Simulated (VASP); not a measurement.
# TiAl6 (P6/mmm) in VASP: relaxation of cell and atoms with PBE

Aim: the relaxation of cell and atoms of TiAl6 with PBE.

Program: VASP 6.6.1. These are calculated values, not measurements. Logs are shortened: lines on timing, memory, paths and dates and some standing lists are left out, and cuts for length are marked.

## Step 1: The cell of the first run

Symmetry: P6/mmm, No. 191, hexagonal system. The conventional cell has a = 7.735 Å, b = 7.735 Å, c = 2.824 Å, α = 90.00°, β = 90.00°, γ = 120.00°. Within 3.7 Å of Ti (site symmetry 6/mmm) lie 2 Ti at 2.82 Å and 12 Al at 2.94 Å. Within 3.4 Å of Al (site symmetry m2m) lie 5 Al at 2.58 to 2.82 Å and 2 Ti at 2.94 Å.

## Step 2: Relaxation of cell and atoms, PBE

Contents of INCAR:

```
ALGO     = Fast           # electronic algorithm
EDIFF    = 1E-7           # SCF threshold, eV
EDIFFG   = -0.04          # ionic threshold
ENCUT    = 600            # plane-wave cutoff, eV
GGA      = PE             # functional
IBRION   = 2              # ionic algorithm
ISIF     = 3              # what is computed and relaxed
ISMEAR   = 0              # smearing method
LASPH    = T              # aspherical terms in the spheres
LCHARG   = F              # write CHGCAR
LREAL    = F              # projectors in reciprocal space
LWAVE    = F              # write WAVECAR
NELM     = 60             # most SCF steps
NSW      = 90             # ionic steps
PREC     = Accurate       # precision mode
SIGMA    = 0.1            # smearing width, eV
```

Contents of KPOINTS:

```
k-points
0
Gamma
  3 3 6
```

Contents of POSCAR:

```
TiAl6
1.0
    7.7354495367      0.0000000000      0.0000000000
   -3.8677247683      6.6990958085      0.0000000000
    0.0000000000      0.0000000000      2.8238941660
Ti Al
1 6
Direct
    0.0000000000      0.0000000000      0.0000000000
    0.3334202038      0.0000000000      0.5000000000
    0.6665797962      0.0000000000      0.5000000000
    0.0000000000      0.3334202038      0.5000000000
    0.0000000000      0.6665797962      0.5000000000
    0.6665797962      0.6665797962      0.5000000000
    0.3334202038      0.3334202038      0.5000000000
```

Potentials or basis: VASP PAW PBE potentials, release 64 (Ti_sv, Al).

Started as:

```
$ cat potpaw_PBE.64/Ti_sv/POTCAR potpaw_PBE.64/Al/POTCAR > POTCAR
$ mpirun -np 1 vasp_std > vasp.out
```

OUTCAR:

```text
EDIFF = 1E-7
   EDIFFG = -0.04
   ENCUT = 600
   GGA = PE
   IBRION = 2
   ISIF = 3
   ISMEAR = 0
   LASPH = T
   LREAL = F
   NELM = 60
   NSW = 90
   PREC = Accurate

 ion  position               nearest neighbor table
   1  0.000  0.000  0.000-   4 2.94   5 2.94   4 2.94   5 2.94   2 2.94   3 2.94   2 2.94   3 2.94
                             6 2.94   7 2.94   6 2.94   7 2.94
   2  0.333  0.000  0.500-   3 2.58   7 2.58   5 2.58   1 2.94   1 2.94
   3  0.667  0.000  0.500-   2 2.58   6 2.58   4 2.58   1 2.94   1 2.94
   4  0.000  0.333  0.500-   5 2.58   7 2.58   3 2.58   1 2.94   1 2.94
   5  0.000  0.667  0.500-   4 2.58   6 2.58   2 2.58   1 2.94   1 2.94
   6  0.667  0.667  0.500-   7 2.58   3 2.58   5 2.58   1 2.94   1 2.94
   7  0.333  0.333  0.500-   6 2.58   2 2.58   4 2.58   1 2.94   1 2.94

  LATTYP: Found a hexagonal cell.
 ALAT       =     7.7354495367
 C/A-ratio  =     0.3650588311

  Lattice vectors:

 A1 = (   7.7354495367,   0.0000000000,   0.0000000000)
 A2 = (  -3.8677247683,   6.6990958085,   0.0000000000)
 A3 = (   0.0000000000,   0.0000000000,   2.8238941660)

Analysis of symmetry for initial positions (statically):
=====================================================================
 Subroutine PRICEL returns:
 Original cell was already a primitive cell.

 Routine SETGRP: Setting up the symmetry group for a
 hexagonal supercell.

 Subroutine GETGRP returns: Found 24 space group operations
 (whereof 24 operations were pure point group operations)
 out of a pool of 24 trial point group operations.

The static configuration has the point symmetry D_6h.

Analysis of symmetry for dynamics (positions and initial velocities):
=====================================================================
 Subroutine PRICEL returns:
 Original cell was already a primitive cell.

 Routine SETGRP: Setting up the symmetry group for a
 hexagonal supercell.

 Subroutine GETGRP returns: Found 24 space group operations
 (whereof 24 operations were pure point group operations)
 out of a pool of 24 trial point group operations.

The dynamic configuration has the point symmetry D_6h.

 Subroutine INISYM returns: Found 24 space group operations
 (whereof 24 operations are pure point group operations),
 and found     1 'primitive' translations

----------------------------------------------------------------------------------------

                                     Primitive cell

  volume of cell :     146.3357

  direct lattice vectors                    reciprocal lattice vectors
     7.735449537  0.000000000  0.000000000     0.129274969  0.074636938  0.000000000
    -3.867724768  6.699095809  0.000000000     0.000000000  0.149273876  0.000000000
     0.000000000  0.000000000  2.823894166     0.000000000  0.000000000  0.354120920

  length of vectors
     7.735449537  7.735449537  2.823894166     0.149273876  0.149273876  0.354120920

  position of ions in fractional coordinates (direct lattice)
     0.000000000  0.000000000  0.000000000
     0.333420204  0.000000000  0.500000000
     0.666579796  0.000000000  0.500000000
     1.000000000  0.333420204  0.500000000
     1.000000000  0.666579796  0.500000000
     0.666579796  0.666579796  0.500000000
     0.333420204  0.333420204  0.500000000

  ion indices of the primitive-cell ions
   primitive index   ion index
                 1           1
                 2           2
                 3           3
                 4           4
                 5           5
                 6           6
                 7           7

----------------------------------------------------------------------------------------

 KPOINTS: k-points

Automatic generation of k-mesh.
 Grid dimensions read from file:
 generate k-points for:    3    3    6

 Generating k-lattice:

  Cartesian coordinates                     Fractional coordinates (reciprocal lattice)
     0.043091656  0.024878979  0.000000000     0.333333333 -0.000000000  0.000000000
     0.000000000  0.049757959  0.000000000     0.000000000  0.333333333  0.000000000
     0.000000000  0.000000000  0.059020153     0.000000000  0.000000000  0.166666667

  Length of vectors
     0.049757959  0.049757959  0.059020153

  Shift w.r.t. Gamma in fractional coordinates (k-lattice)
     0.000000000  0.000000000  0.000000000

 Subroutine IBZKPT returns following result:
 ===========================================

 Found     12 irreducible k-points:

 Following reciprocal coordinates:
            Coordinates               Weight
  0.000000  0.000000  0.000000      1.000000
  0.333333 -0.000000  0.000000      6.000000
  0.333333  0.333333  0.000000      2.000000
  0.000000  0.000000  0.166667      2.000000
  0.333333 -0.000000  0.166667     12.000000
  0.333333  0.333333  0.166667      4.000000
  0.000000  0.000000  0.333333      2.000000
  0.333333 -0.000000  0.333333     12.000000
  0.333333  0.333333  0.333333      4.000000
  0.000000  0.000000  0.500000      1.000000
  0.333333 -0.000000  0.500000      6.000000
  0.333333  0.333333  0.500000      2.000000
   k-points           NKPTS =     12   k-points in BZ     NKDIM =     12   number of bands    NBANDS=     19
   number of dos      NEDOS =    301   number of ions     NIONS =      7
   total plane-waves  NPLWV =  98304
   dimension x,y,z NGX =    64 NGY =   64 NGZ =   24
   dimension x,y,z NGXF=   128 NGYF=  128 NGZF=   48
   ions per type =               1   6
   NGX,Y,Z   is equivalent  to a cutoff of  13.75, 13.75, 14.13 a.u.
   NGXF,Y,Z  is equivalent  to a cutoff of  27.51, 27.51, 28.26 a.u.
 SYSTEM =  unknown system
   PREC   = accura    normal or accurate (medium, high low for compatibility)
   ISTART =      0    job   : 0-new  1-cont  2-samecut
   ICHARG =      2    charge: 1-file 2-atom 10-const
   ISPIN  =      1    spin polarized calculation?
   LNONCOLLINEAR =      F non collinear calculations
   LSORBIT =      F    spin-orbit coupling
   LASPH  =      T    aspherical Exc in radial PAW
   ENCUT  =  600.0 eV  44.10 Ry    6.64 a.u.  15.45 15.45  5.64*2*pi/ulx,y,z
   NELM   =     60;   NELMIN=  2; NELMDL= -5     # of ELM steps
   EDIFF  = 0.1E-06   stopping-criterion for ELM
   LREAL  =      F    real-space projection
   EDIFFG = -.4E-01   stopping-criterion for IOM
   NSW    =     90    number of steps for IOM
   IBRION =      2    ionic relax: 0-MD 1-quasi-New 2-CG
   NFREE  =      1    steps in history (QN), initial steepest desc. (CG)
   ISIF   =      3    stress and relaxation
   ISYM   =      2    0-nonsym 1-usesym 2-fastsym
   POTIM  = 0.5000    time-step for ionic-motion
   TEBEG  =    0.0;   TEEND  =   0.0 temperature during run
   PSTRESS=    0.0 pullay stress
   NELECT =      30.0000    total number of electrons
   NUPDOWN=      -1.0000    fix difference up-down
   EMIN   =  10.00;   EMAX   =-10.00  energy-range for DOS
   EFERMI =   0.00;   METHOD = LEGACY
   ISMEAR =     0;   SIGMA  =   0.10  broadening in eV -4-tet -1-fermi 0-gaus
   EFERMI_NEDOS =   21; number of points for ismear=-14 and -15
   IALGO  =     68    algorithm
   IMIX   =      4    mixing-type and parameters
     AMIX     =   0.40;   BMIX     =  1.00
     AMIX_MAG =   1.60;   BMIX_MAG =  1.00
  volume/ion in A,a.u.               =      20.91       141.07
  Fermi-wavevector in a.u.,A,eV,Ry     =   0.965306  1.824165 12.678133  0.931816
  Thomas-Fermi vector in A             =   2.095012
   LORBIT       =      0    0 simple, 1 ext, 2 COOP (PROOUT), +10 PAW based schemes
   GGA     = PE    functional components
   LHFCALC =     F    Hartree Fock is set to
   AEXX    =    0.0000 exact exchange contribution
   IVDW    =     0    specifies the selected vdW correction
   LEPSILON=     F    determine dielectric tensor
   LRPA    =     F    only Hartree local field effects (RPA)
 conjugate gradient relaxation of ions
 non-spin polarized calculation
 RMM-DIIS sequential band-by-band and
 Gauss-broadening in eV      SIGMA  =   0.10
  energy-cutoff  :      600.00
  volume of cell :      146.34
 maximum number of plane-waves:      4925
 NGX is ok and might be reduce to    64
   NGX = 31   NGY = 31   NGZ = 11

--------------------------------------- Ionic step        1  -------------------------------------------

 number of electron      29.9999995 magnetization

 Free energy of the ion-electron system (eV)
  ---------------------------------------------------
  ext. energy  EPLUGINS =         0.00000000
  ---------------------------------------------------
  free energy    TOTEN  =       -29.29548712 eV

  energy without entropy =      -29.28232740  energy(sigma->0) =      -29.28890726

------------------------ aborting loop because EDIFF is reached ----------------------------------------

  FORCE on cell =-STRESS in cart. coord.  units (eV):
  Direction    XX          YY          ZZ          XY          YZ          ZX
  --------------------------------------------------------------------------------------
  -------------------------------------------------------------------------------------
  Total       -1.6030044     -1.6030044      2.4249370     -0.0000000     -0.0000000      0.0000000
  in kB      -17.5507274    -17.5507274     26.5497776     -0.0000000     -0.0000000      0.0000000
  external PRESSURE =      -2.8505591 kB  Pullay stress =       0.0000000 kB
[... 149 lines left out ...]
  energy  without entropy=      -29.3213580534  energy(sigma->0) =      -29.32800778

--------------------------------------- Ionic step        5  -------------------------------------------

 number of electron      30.0000003 magnetization

 Free energy of the ion-electron system (eV)
  ---------------------------------------------------
  ext. energy  EPLUGINS =         0.00000000
  ---------------------------------------------------
  free energy    TOTEN  =       -29.33626564 eV

  energy without entropy =      -29.32219954  energy(sigma->0) =      -29.32923259

 E-fermi :   5.4253     XC(G=0):  -9.2702

 val. band max:        5.4199919840   @ k =   0.3333   0.3333   0.3333
 cond. band min:       5.4554877346   @ k =   0.3333  -0.0000   0.5000
 fundamental gap:      0.0354957506
 Fermi energy:         5.4253213057

 k-point     1 :       0.0000    0.0000    0.0000
  band No.  band energies     occupation
      1     -51.4931      2.00000
      2     -27.8446      2.00000
      3     -27.8446      2.00000
      4     -27.3812      2.00000
      5      -3.7884      2.00000
      6      -1.2600      2.00000
[... 11 lines left out ...]
     18       7.3118      0.00000
     19       7.3118      0.00000
[... 274 lines left out ...]
  FREE ENERGIE OF THE ION-ELECTRON SYSTEM (eV)
  ---------------------------------------------------
  free  energy   TOTEN  =       -29.3362656444 eV

  energy  without entropy=      -29.3221995354  energy(sigma->0) =      -29.32923259

 reached required accuracy - stopping structural energy minimisation
```

It took 13 min on 1 thread of Intel Xeon 8259CL, shared host; peak memory 0.34 GiB.

What came out:

```
Free energy                            : -29.3363 eV
Relaxed volume                         : 20.95 Å³/atom
Relaxed cell                           : a = 7.662 Å, b = 7.662 Å, c = 2.885 Å, α = 90.00°, β = 90.00°, γ = 120.00°
Space group after relaxing (to 0.05 Å) : P6/mmm (No. 191)
Energy gained by relaxing              : 5.8 meV/atom
Ionic steps                            : 5
Pressure after relaxing                : 0.0 GPa
Largest force after relaxing           : 0.018 eV/Å
Band gap on the k mesh                 : zero (band 15 reaches 6.03 eV, above the bottom of band 16 at 5.00 eV)
```

Forces in eV/Å, atoms in the order of the input:
```
Ti   0.000  0.000  0.000
Al  -0.018  0.000  0.000
Al   0.018  0.000  0.000
Al   0.009 -0.016  0.000
Al  -0.009  0.016  0.000
Al   0.009  0.016  0.000
Al  -0.009 -0.016  0.000
```

Stress tensor (GPa, compression positive):
```
-0.08  0.00  0.00
 0.00 -0.08  0.00
 0.00  0.00  0.02
```

Step by step:
```
step  energy change (eV)  largest force (eV/Å)  pressure (GPa)  volume (Å³)
   1              0.0000                0.0419           -0.29       146.34
   2             -0.0391                0.0013            0.41       145.51
   3             -0.0392                0.0040            0.46       145.46
   4             -0.0392                0.0028            0.44       145.48
   5             -0.0408                0.0180           -0.05       146.68
```

Final structure:
```
Ti Al
1.0
     7.66230    0.00000    0.00000
    -3.83115    6.63575    0.00000
     0.00000    0.00000    2.88481
Ti Al
1 6
Direct
  0.00000 0.00000 0.00000
  0.33316 0.00000 0.50000
  0.66684 0.00000 0.50000
  0.00000 0.33316 0.50000
  0.00000 0.66684 0.50000
  0.66684 0.66684 0.50000
  0.33316 0.33316 0.50000
```

Levels at points of the mesh, in eV from the Fermi level:
```
           k point  band 13  band 14  band 15  band 16  band 17  band 18
(0.00, 0.00, 0.00)    -1.65    -0.51     0.14     1.70     1.70     1.89
(0.00, 0.00, 0.50)    -1.82    -1.82    -1.15    -0.36     0.97     1.12
```

Caveat: the k points lie up to 0.36 Å⁻¹ apart in the final cell.
